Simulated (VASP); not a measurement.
# La (Im-3m) in VASP: a series of runs

The runs below take La through single point, with BLYP.

All numbers are computed with VASP 6.6.1; they aren't measurements. Logs are shortened: lines on timing, memory, paths and dates and some standing lists are left out, and cuts for length are marked.

### Step 1. The cell of the first run

Symmetry: Im-3m, No. 229, cubic system. The conventional cell has a = 4.446 Å, b = 4.446 Å, c = 4.446 Å, α = 90.00°, β = 90.00°, γ = 90.00°. La (site symmetry m-3m) has 14 La at 3.85 to 4.45 Å within 5.1 Å.

This isn't the form of La at room conditions, which is double hcp.

### Step 2. Single point, BLYP (43.95 Å³/atom)

Input file INCAR:

```
SYSTEM = La
  PREC = Accurate
  ENCUT = 520
  EDIFF = 1E-6
  ISMEAR = -1
  SIGMA = 0.1
  LREAL = .False.
  LASPH = .True.
  NELM = 100
  ALGO = Normal
  ISIF = 2
  LWAVE = .False.
  LCHARG = .True.
  GGA = B5
  ALDAX = 1.0
  AGGAX = 1.0
  AGGAC = 1.0
  ALDAC = 0.0
  LELF = .True.
  LVHAR = .True.
  NBANDS = 12
```

Input file KPOINTS:

```
regular mesh
0
Gamma
  12 12 12
  0 0 0
```

Input file POSCAR:

```
La
1.0
   -2.2231644398      2.2231644398      2.2231644398
    2.2231644398     -2.2231644398      2.2231644398
    2.2231644398      2.2231644398     -2.2231644398
La
1
Direct
    0.0000000000      0.0000000000      0.0000000000
```

Potentials or basis: VASP PAW PBE potentials, release 64 (La).

The run is started by

```bash
> cat potpaw_PBE.64/La/POTCAR > POTCAR
> mpirun -np 1 vasp_std > vasp.out
```

OUTCAR:

```text
SYSTEM = La
   PREC = Accurate
   ENCUT = 520
   EDIFF = 1E-6
   ISMEAR = -1
   LREAL = .False.
   LASPH = .True.
   NELM = 100
   ISIF = 2
   GGA = B5

 ion  position               nearest neighbor table
   1  0.000  0.000  0.000-

  LATTYP: Found a body centered cubic cell.
 ALAT       =     4.4463288796

  Lattice vectors:

 A1 = (  -2.2231644398,   2.2231644398,   2.2231644398)
 A2 = (   2.2231644398,  -2.2231644398,   2.2231644398)
 A3 = (   2.2231644398,   2.2231644398,  -2.2231644398)

Analysis of symmetry for initial positions (statically):
=====================================================================
 Subroutine PRICEL returns:
 Original cell was already a primitive cell.

 Routine SETGRP: Setting up the symmetry group for a
 body centered cubic supercell.

 Subroutine GETGRP returns: Found 48 space group operations
 (whereof 48 operations were pure point group operations)
 out of a pool of 48 trial point group operations.

The static configuration has the point symmetry O_h .

Analysis of symmetry for dynamics (positions and initial velocities):
=====================================================================
 Subroutine PRICEL returns:
 Original cell was already a primitive cell.

 Routine SETGRP: Setting up the symmetry group for a
 body centered cubic supercell.

 Subroutine GETGRP returns: Found 48 space group operations
 (whereof 48 operations were pure point group operations)
 out of a pool of 48 trial point group operations.

The dynamic configuration has the point symmetry O_h .

 Subroutine INISYM returns: Found 48 space group operations
 (whereof 48 operations are pure point group operations),
 and found     1 'primitive' translations

----------------------------------------------------------------------------------------

                                     Primitive cell

  volume of cell :      43.9516

  direct lattice vectors                    reciprocal lattice vectors
    -2.223164440  2.223164440  2.223164440     0.000000000  0.224904641  0.224904641
     2.223164440 -2.223164440  2.223164440     0.224904641  0.000000000  0.224904641
     2.223164440  2.223164440 -2.223164440     0.224904641  0.224904641  0.000000000

  length of vectors
     3.850633763  3.850633763  3.850633763     0.318063193  0.318063193  0.318063193

  position of ions in fractional coordinates (direct lattice)
     0.000000000  0.000000000  0.000000000

  ion indices of the primitive-cell ions
   primitive index   ion index
                 1           1

----------------------------------------------------------------------------------------

 KPOINTS: regular mesh

Automatic generation of k-mesh.
 Grid dimensions read from file:
 generate k-points for:   12   12   12

 Generating k-lattice:

  Cartesian coordinates                     Fractional coordinates (reciprocal lattice)
     0.000000000  0.018742053  0.018742053     0.083333333  0.000000000  0.000000000
     0.018742053  0.000000000  0.018742053     0.000000000  0.083333333  0.000000000
     0.018742053  0.018742053  0.000000000     0.000000000  0.000000000  0.083333333

  Length of vectors
     0.026505266  0.026505266  0.026505266

  Shift w.r.t. Gamma in fractional coordinates (k-lattice)
     0.000000000  0.000000000  0.000000000

 Subroutine IBZKPT returns following result:
 ===========================================

 Found     72 irreducible k-points:

 Following reciprocal coordinates:
            Coordinates               Weight
  0.000000  0.000000  0.000000      1.000000
  0.083333  0.000000  0.000000     12.000000
  0.166667  0.000000  0.000000     12.000000
  0.250000  0.000000  0.000000     12.000000
  0.333333  0.000000  0.000000     12.000000
  0.416667  0.000000  0.000000     12.000000
[... 16 lines left out ...]
  0.333333  0.083333  0.083333     24.000000
  0.416667  0.083333  0.083333     12.000000
 [... further k-points ...]
   k-points           NKPTS =     72   k-points in BZ     NKDIM =     72   number of bands    NBANDS=     12
   number of dos      NEDOS =    301   number of ions     NIONS =      1
   total plane-waves  NPLWV =  27000
   dimension x,y,z NGX =    30 NGY =   30 NGZ =   30
   dimension x,y,z NGXF=    60 NGYF=   60 NGZF=   60
   ions per type =               1
   NGX,Y,Z   is equivalent  to a cutoff of  12.95, 12.95, 12.95 a.u.
   NGXF,Y,Z  is equivalent  to a cutoff of  25.90, 25.90, 25.90 a.u.
 SYSTEM =  La
   PREC   = accura    normal or accurate (medium, high low for compatibility)
   ISTART =      0    job   : 0-new  1-cont  2-samecut
   ICHARG =      2    charge: 1-file 2-atom 10-const
   ISPIN  =      1    spin polarized calculation?
   LNONCOLLINEAR =      F non collinear calculations
   LSORBIT =      F    spin-orbit coupling
   LASPH  =      T    aspherical Exc in radial PAW
   ENCUT  =  520.0 eV  38.22 Ry    6.18 a.u.   7.16  7.16  7.16*2*pi/ulx,y,z
   NELM   =    100;   NELMIN=  2; NELMDL= -5     # of ELM steps
   EDIFF  = 0.1E-05   stopping-criterion for ELM
   LREAL  =      F    real-space projection
   EDIFFG = 0.1E-04   stopping-criterion for IOM
   NSW    =      0    number of steps for IOM
   IBRION =     -1    ionic relax: 0-MD 1-quasi-New 2-CG
   NFREE  =      0    steps in history (QN), initial steepest desc. (CG)
   ISIF   =      2    stress and relaxation
   ISYM   =      2    0-nonsym 1-usesym 2-fastsym
   POTIM  = 0.5000    time-step for ionic-motion
   TEBEG  =    0.0;   TEEND  =   0.0 temperature during run
   PSTRESS=    0.0 pullay stress
   NELECT =      11.0000    total number of electrons
   NUPDOWN=      -1.0000    fix difference up-down
   EMIN   =  10.00;   EMAX   =-10.00  energy-range for DOS
   EFERMI =   0.00;   METHOD = LEGACY
   ISMEAR =    -1;   SIGMA  =   0.10  broadening in eV -4-tet -1-fermi 0-gaus
   EFERMI_NEDOS =   21; number of points for ismear=-14 and -15
   IALGO  =     38    algorithm
   IMIX   =      4    mixing-type and parameters
     AMIX     =   0.40;   BMIX     =  1.00
     AMIX_MAG =   1.60;   BMIX_MAG =  1.00
  volume/ion in A,a.u.               =      43.95       296.60
  Fermi-wavevector in a.u.,A,eV,Ry     =   1.031686  1.949604 14.481711  1.064376
  Thomas-Fermi vector in A             =   2.165846
   LORBIT       =      0    0 simple, 1 ext, 2 COOP (PROOUT), +10 PAW based schemes
   GGA     = B5    functional components
   LHFCALC =     F    Hartree Fock is set to
   AEXX    =    0.0000 exact exchange contribution
   IVDW    =     0    specifies the selected vdW correction
   LEPSILON=     F    determine dielectric tensor
   LRPA    =     F    only Hartree local field effects (RPA)
 non-spin polarized calculation
  energy-cutoff  :      520.00
  volume of cell :       43.95
 maximum number of plane-waves:      1205
 NGX is ok and might be reduce to    30
   NGX = 15   NGY = 15   NGZ = 15

 number of electron      11.0000001 magnetization

 Free energy of the ion-electron system (eV)
  ---------------------------------------------------
  ext. energy  EPLUGINS =         0.00000000
  ---------------------------------------------------
  free energy    TOTEN  =        -3.86229552 eV

  energy without entropy =       -3.76498458  energy(sigma->0) =       -3.81364005

 E-fermi :   6.9042     XC(G=0):  -8.3673

 val. band max:        6.8854227278   @ k =   0.3333   0.1667   0.0000
 cond. band min:       6.9192061662   @ k =  -0.3333   0.3333   0.1667
 fundamental gap:      0.0337834384
 Fermi energy:         6.9041665918

 k-point     1 :       0.0000    0.0000    0.0000
  band No.  band energies     occupation
      1     -26.3001      2.00000
      2      -9.5446      2.00000
      3      -9.5446      2.00000
      4      -9.5446      2.00000
      5       3.7413      2.00000
      6       7.9719      0.00005
      7       7.9719      0.00005
      8       7.9719      0.00005
      9       8.1464      0.00001
     10       8.1464      0.00001
     11       8.1464      0.00001
     12       8.4614      0.00000

 k-point     2 :       0.0833    0.0000    0.0000
  band No.  band energies     occupation
      1     -26.2932      2.00000
      2      -9.6053      2.00000
      3      -9.5631      2.00000
      4      -9.5451      2.00000
      5       3.9180      2.00000
      6       7.8013      0.00025
      7       7.8184      0.00021
      8       7.9696      0.00005
      9       8.1489      0.00001
     10       8.2237      0.00000
     11       8.2290      0.00000
     12       8.4486      0.00000

 k-point     3 :       0.1667    0.0000    0.0000
  band No.  band energies     occupation
      1     -26.2742      2.00000
      2      -9.7667      2.00000
      3      -9.6130      2.00000
      4      -9.5464      2.00000
      5       4.3940      2.00000
      6       7.5282      0.00389
      7       7.5492      0.00315
      8       7.9650      0.00005
      9       8.1558      0.00001
     10       8.2613      0.00000
     11       8.2973      0.00000
     12       8.4225      0.00000
[... 286 lines left out ...]
 k-point    23 :       0.3333    0.0833    0.0833
  band No.  band energies     occupation
      1     -26.1996      2.00000
      2     -10.2838      2.00000
      3      -9.8239      2.00000
      4      -9.6065      2.00000
      5       5.7173      1.99999
      6       6.8103      1.43776
      7       7.7932      0.00028
      8       8.0684      0.00002
      9       8.1943      0.00000
     10       8.3053      0.00000
     11       8.3510      0.00000
     12       8.4319      0.00000

 k-point    24 :       0.4167    0.0833    0.0833
  band No.  band energies     occupation
      1     -26.1933      2.00000
      2     -10.3190      2.00000
      3      -9.8502      2.00000
      4      -9.6083      2.00000
      5       5.6909      1.99999
      6       6.7710      1.58211
      7       7.9919      0.00004
      8       8.0671      0.00002
      9       8.1822      0.00001
     10       8.3452      0.00000
     11       8.3690      0.00000
     12       8.4192      0.00000

 [... further k-points ...]
[... 5 lines left out ...]
  --------------------------------------------------------------------------------------
  -------------------------------------------------------------------------------------
  Total       -0.4941052     -0.4941052     -0.4941052     -0.0000000      0.0000000     -0.0000000
  in kB      -18.0117216    -18.0117216    -18.0117216     -0.0000000      0.0000000     -0.0000000
  external PRESSURE =     -18.0117216 kB  Pullay stress =       0.0000000 kB

 VOLUME and BASIS-vectors are now :
 -----------------------------------------------------------------------------
  energy-cutoff  :      520.00
  volume of cell :       43.95
      direct lattice vectors                 reciprocal lattice vectors
    -2.223164440  2.223164440  2.223164440     0.000000000  0.224904641  0.224904641
     2.223164440 -2.223164440  2.223164440     0.224904641  0.000000000  0.224904641
     2.223164440  2.223164440 -2.223164440     0.224904641  0.224904641  0.000000000

 POSITION                                       TOTAL-FORCE (eV/Angst)
 -----------------------------------------------------------------------------------
      0.00000      0.00000      0.00000        -0.000000     -0.000000      0.000000
 -----------------------------------------------------------------------------------
    total drift:                               -0.000000     -0.000000      0.000000

  FREE ENERGIE OF THE ION-ELECTRON SYSTEM (eV)
  ---------------------------------------------------
  free  energy   TOTEN  =        -3.8622955182 eV

  energy  without entropy=       -3.7649845836  energy(sigma->0) =       -3.81364005
```

It took 93 s on 1 thread of Intel Xeon Platinum 8375C at 2.90GHz (Ice Lake), shared host; peak memory 0.21 GiB.

Results:

```
Free energy            : -3.8623 eV
Pressure               : -1.8 GPa
Band gap on the k mesh : zero (an odd number of electrons rules out a gap without spin polarisation)
```

Caveat: the PAW data sets were made with another functional, which shifts forces and pressure a little; spin-orbit coupling is left out, which moves the levels of the heavy elements.

### Step 3. Single point, BLYP (45.58 Å³/atom)

This run uses another cell than the first one, of 45.58 Å³/atom.

Input file INCAR:

```
SYSTEM = La
  PREC = Accurate
  ENCUT = 520
  EDIFF = 1E-6
  ISMEAR = -1
  SIGMA = 0.1
  LREAL = .FALSE.
  LASPH = .TRUE.
  NELM = 80
  ALGO = Normal
  ISIF = 2
  LWAVE = .FALSE.
  LCHARG = .FALSE.
  GGA = B5
  ALDAX = 1.0
  AGGAX = 1.0
  AGGAC = 1.0
  ALDAC = 0.0
  NBANDS = 12
```

Input file KPOINTS:

```
Automatic mesh
0
G
  12 12 12
  0 0 0
```

Input file POSCAR:

```
La
1.0
   -2.2502788735      2.2502788735      2.2502788735
    2.2502788735     -2.2502788735      2.2502788735
    2.2502788735      2.2502788735     -2.2502788735
La
1
Direct
    0.0000000000      0.0000000000      0.0000000000
```

Potentials or basis: VASP PAW PBE potentials, release 64 (La).

The run is started by

```bash
> cat potpaw_PBE.64/La/POTCAR > POTCAR
> mpirun -np 1 vasp_std > vasp.out
```

Wall time 79 s (1 thread of Intel Xeon Platinum 8375C at 2.90GHz (Ice Lake), shared host); peak memory 0.21 GiB.

It converged, with:

* Free energy: -3.8409 eV
* Pressure: -2.8 GPa
* Band gap on the k mesh: zero (an odd number of electrons rules out a gap without spin polarisation)

Levels at points of the mesh, in eV from the Fermi level:
| k point | band 3 | band 4 | band 5 | band 6 | band 7 | band 8 |
| --- | --- | --- | --- | --- | --- | --- |
| (0.00, 0.00, 0.00) | -16.55 | -16.55 | -3.16 | 1.03 | 1.03 | 1.03 |
| (0.50, 0.00, 0.00) | -16.79 | -16.56 | -1.53 | -0.08 | 1.03 | 1.05 |
| (0.50, 0.50, 0.50) | -17.07 | -17.07 | -1.38 | -1.38 | 1.10 | 1.19 |

Caveat: the PAW data sets were made with another functional, which shifts forces and pressure a little; spin-orbit coupling is left out, which moves the levels of the heavy elements.

(Part 1 of 2 ends here.)
